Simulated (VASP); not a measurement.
# Bi2Se3 (R-3m) in VASP: a series of runs, part 2 of 2

VASP 6.6.1.

## Step 4: Single point, PBE (28.66 Å³/atom)

This run uses another cell than the first one, of 28.66 Å³/atom.

INCAR reads:

```
SYSTEM = Bi2Se3
PREC = Accurate
ENCUT = 520
EDIFF = 1E-7
ISMEAR = -1
SIGMA = 0.03
LREAL = .FALSE.
LASPH = .TRUE.
NELM = 100
ALGO = Normal
ISIF = 2
LWAVE = .FALSE.
LCHARG = .TRUE.
GGA = PE
LELF = .TRUE.
LVHAR = .TRUE.
NBANDS = 32
```

KPOINTS reads:

```
Automatic mesh
0
G
  6 6 6
  0 0 0
```

POSCAR reads:

```
Bi2Se3
1.0
    2.0783814048      1.1999540635      9.5770422928
   -2.0783814048      1.1999540635      9.5770422928
    0.0000000000     -2.3999081271      9.5770422928
Bi Se
2 3
Direct
    0.4008000000      0.4008000000      0.4008000000
    0.5992000000      0.5992000000      0.5992000000
    0.0000000000      0.0000000000      0.0000000000
    0.2117000000      0.2117000000      0.2117000000
    0.7883000000      0.7883000000      0.7883000000
```

Potentials or basis: VASP PAW PBE potentials, release 64 (Bi_d, Se).

Started as:

```sh
> cat potpaw_PBE.64/Bi_d/POTCAR potpaw_PBE.64/Se/POTCAR > POTCAR
> mpirun -np 1 vasp_std > vasp.out
```

OUTCAR:

```text
SYSTEM = Bi2Se3
   PREC = Accurate
   ENCUT = 520
   EDIFF = 1E-7
   ISMEAR = -1
   LREAL = .FALSE.
   LASPH = .TRUE.
   NELM = 100
   ISIF = 2
   GGA = PE

 ion  position               nearest neighbor table
   1  0.401  0.401  0.401-   5 2.86   5 2.86   5 2.86   3 3.08   3 3.08   3 3.08
   2  0.599  0.599  0.599-   4 2.86   4 2.86   4 2.86   3 3.08   3 3.08   3 3.08
   3  0.000  0.000  0.000-   2 3.08   1 3.08   2 3.08   2 3.08   1 3.08   1 3.08
   4  0.212  0.212  0.212-   2 2.86   2 2.86   2 2.86
   5  0.788  0.788  0.788-   1 2.86   1 2.86   1 2.86

  LATTYP: Found a trigonal (rhomboedric) cell.
 ALAT       =     9.8731604918
 COS(alpha) =     0.9113725817

  Lattice vectors:

 A1 = (   2.0783814048,   1.1999540635,   9.5770422928)
 A2 = (  -2.0783814048,   1.1999540635,   9.5770422928)
 A3 = (   0.0000000000,  -2.3999081271,   9.5770422928)

Analysis of symmetry for initial positions (statically):
=====================================================================
 Subroutine PRICEL returns:
 Original cell was already a primitive cell.

 Routine SETGRP: Setting up the symmetry group for a
 trigonal (rhombohedral) supercell.

 Subroutine GETGRP returns: Found 12 space group operations
 (whereof 12 operations were pure point group operations)
 out of a pool of 12 trial point group operations.

The static configuration has the point symmetry D_3d.

Analysis of symmetry for dynamics (positions and initial velocities):
=====================================================================
 Subroutine PRICEL returns:
 Original cell was already a primitive cell.

 Routine SETGRP: Setting up the symmetry group for a
 trigonal (rhombohedral) supercell.

 Subroutine GETGRP returns: Found 12 space group operations
 (whereof 12 operations were pure point group operations)
[... 124 lines left out ...]
   EFERMI_NEDOS =   21; number of points for ismear=-14 and -15
   IALGO  =     38    algorithm
   IMIX   =      4    mixing-type and parameters
     AMIX     =   0.40;   BMIX     =  1.00
     AMIX_MAG =   1.60;   BMIX_MAG =  1.00
  volume/ion in A,a.u.               =      28.66       193.42
  Fermi-wavevector in a.u.,A,eV,Ry     =   1.136923  2.148473 17.586809  1.292594
  Thomas-Fermi vector in A             =   2.273628
   LORBIT       =      0    0 simple, 1 ext, 2 COOP (PROOUT), +10 PAW based schemes
   GGA     = PE    functional components
   LHFCALC =     F    Hartree Fock is set to
   AEXX    =    0.0000 exact exchange contribution
   IVDW    =     0    specifies the selected vdW correction
   LEPSILON=     F    determine dielectric tensor
   LRPA    =     F    only Hartree local field effects (RPA)
 non-spin polarized calculation
  energy-cutoff  :      520.00
  volume of cell :      143.31
 maximum number of plane-waves:      3905
 NGX is ok and might be reduce to    80
   NGX = 37   NGY = 37   NGZ = 37

 number of electron      47.9999998 magnetization

 Free energy of the ion-electron system (eV)
  ---------------------------------------------------
  ext. energy  EPLUGINS =         0.00000000
  ---------------------------------------------------
  free energy    TOTEN  =       -20.17617054 eV

  energy without entropy =      -20.17610927  energy(sigma->0) =      -20.17613990

 E-fermi :   4.9558     XC(G=0):  -9.4519

 val. band max:        4.8427404761   @ k =   0.0000   0.0000   0.0000
 cond. band min:       5.0688682883   @ k =   0.0000   0.0000   0.0000
 fundamental gap:      0.2261278121
 Fermi energy:         4.9557909631

 k-point     1 :       0.0000    0.0000    0.0000
  band No.  band energies     occupation
      1     -18.2685      2.00000
      2     -18.2685      2.00000
      3     -18.2669      2.00000
      4     -18.2669      2.00000
      5     -18.2611      2.00000
      6     -18.2586      2.00000
[... 829 lines left out ...]
     31       9.7341      0.00000
     32      11.3517      0.00000

 [... further k-points ...]

------------------------ aborting loop because EDIFF is reached ----------------------------------------

  FORCE on cell =-STRESS in cart. coord.  units (eV):
  Direction    XX          YY          ZZ          XY          YZ          ZX
  --------------------------------------------------------------------------------------
  -------------------------------------------------------------------------------------
  Total        1.6695950      1.6695950      1.7224766      0.0000000     -0.0000000      0.0000000
  in kB       18.6659107     18.6659107     19.2571221      0.0000000     -0.0000000      0.0000000
  external PRESSURE =      18.8629811 kB  Pullay stress =       0.0000000 kB

 VOLUME and BASIS-vectors are now :
 -----------------------------------------------------------------------------
  energy-cutoff  :      520.00
  volume of cell :      143.31
      direct lattice vectors                 reciprocal lattice vectors
     2.078381405  1.199954063  9.577042293     0.240571821  0.138894206  0.034805457
    -2.078381405  1.199954063  9.577042293    -0.240571821  0.138894206  0.034805457
     0.000000000 -2.399908127  9.577042293     0.000000000 -0.277788412  0.034805457

 POSITION                                       TOTAL-FORCE (eV/Angst)
 -----------------------------------------------------------------------------------
      0.00000     -0.00000     11.51544         0.000000      0.000000     -0.160740
      0.00000     -0.00000     17.21569         0.000000     -0.000000      0.160740
      0.00000      0.00000      0.00000         0.000000      0.000000     -0.000000
      0.00000     -0.00000      6.08238         0.000000      0.000000     -0.111047
      0.00000     -0.00000     22.64875         0.000000     -0.000000      0.111047
 -----------------------------------------------------------------------------------
    total drift:                                0.000000      0.000000     -0.000000

  FREE ENERGIE OF THE ION-ELECTRON SYSTEM (eV)
  ---------------------------------------------------
  free  energy   TOTEN  =       -20.1761705368 eV

  energy  without entropy=      -20.1761092657  energy(sigma->0) =      -20.17613990
```

stdout:

```text
POSCAR found type information on POSCAR BiSe
 POSCAR found :  2 types and       5 ions
 scaLAPACK will be used
 LDA part: xc-table for (Slater+PW92), standard interpolation
 POSCAR, INCAR and KPOINTS ok, starting setup
 FFT: planning ... GRIDC
 FFT: planning ... GRID_SOFT
 FFT: planning ... GRID
 WAVECAR not read
 entering main loop
```

Wall time 8.3 min (1 thread of Intel Xeon 6975P-C (Granite Rapids), shared host); peak memory 0.94 GiB.

What came out:

| Property | Result |
| --- | --- |
| Free energy | -20.1762 eV |
| Pressure | 1.9 GPa |
| Largest force | 0.161 eV/Å |
| Band gap on the k mesh | 0.23 eV |

Forces in eV/Å, atoms in the order of the input:
```
Bi   0.000  0.000 -0.161
Bi   0.000  0.000  0.161
Se   0.000  0.000  0.000
Se   0.000  0.000 -0.111
Se   0.000  0.000  0.111
```

Caveat: spin-orbit coupling is left out, which moves the levels of the heavy elements.

## Step 5: Summary

```tsv
cell	gap on the mesh (eV)	pressure (GPa)	largest force (eV/Å)
a = 9.640 Å, angles 24.3°, 5 atoms	0.17	7.3	0.72
a = 9.774 Å, angles 24.3°, 5 atoms	0.20	4.0	0.35
a = 9.873 Å, angles 24.3°, 5 atoms	0.23	1.9	0.16
```

Alike in all rows: task single point; level PBE; potentials or basis VASP PAW PBE potentials, release 64 (Bi_d, Se); no spin polarisation; k mesh 6 × 6 × 6; cutoff (eV) 520; smearing fermi-dirac 0.03 eV.

Caveats: spin-orbit coupling is left out, which moves the levels of the heavy elements; the cell stands under pressure (at least some runs).

Absolute energies hang on the potentials; compare differences alone.
